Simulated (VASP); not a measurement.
Set up this calculation in VASP 6.6.1, as the native input.

```
Task                   : single point
Functional             : PBE
Potentials or basis    : VASP PAW PBE potentials, release 64 (Pt, Se)
Cutoff                 : 520 eV
k mesh                 : 12 × 12 × 6
Occupations            : fermi-dirac, width 0.02 eV
Spin                   : no spin polarisation
Dipole correction      : no
Further INCAR settings : ALGO = Normal; EDIFF = 1e-07; NBANDS = 18
```

The structure of PtSe2 lies in POSCAR:

```
PtSe2
1.0
    3.7286503688      0.0000000000      0.0000000000
   -1.8643251844      3.2291059412      0.0000000000
    0.0000000000      0.0000000000      5.2243850103
Pt Se
1 2
Direct
    0.0000000000      0.0000000000      0.0000000000
    0.3333333333      0.6666666667      0.2484405929
    0.6666666667      0.3333333333      0.7515594071
```

This cell differs from its parent crystal: uniaxial z strain -1.0%.

One way to write it, as run:

INCAR

```
PREC = Accurate
ENCUT = 520
EDIFF = 1E-7
ISMEAR = -1
SIGMA = 0.02
LREAL = False
LASPH = True
NELM = 100
ALGO = Normal
ISIF = 2
LWAVE = False
LCHARG = False
GGA = PE
NBANDS = 18
```

KPOINTS

```
regular mesh
0
Gamma
  12 12 6
```

Potentials or basis: VASP PAW PBE potentials, release 64 (Pt, Se).

Run with:

```sh
$ cat potpaw_PBE.64/Pt/POTCAR potpaw_PBE.64/Se/POTCAR > POTCAR
$ mpirun -np 1 vasp_std > vasp.out
```

Results of the run:

```json
{
 "Pressure": "4.0 GPa",
 "Largest force": "0.181 eV/Å",
 "Band gap on the k mesh": "zero (band 11 reaches 6.37 eV, above the bottom of band 12 at 6.13 eV)"
}
```

Caveat: the cell differs from its parent crystal (uniaxial z strain -1.0%); spin-orbit coupling is left out, which moves the levels of the heavy elements.

It took 2.3 min on 1 thread of Intel(R) Xeon(R) Platinum 8488C (Sapphire Rapids), with other jobs on the host, peak memory 0.26 GiB.
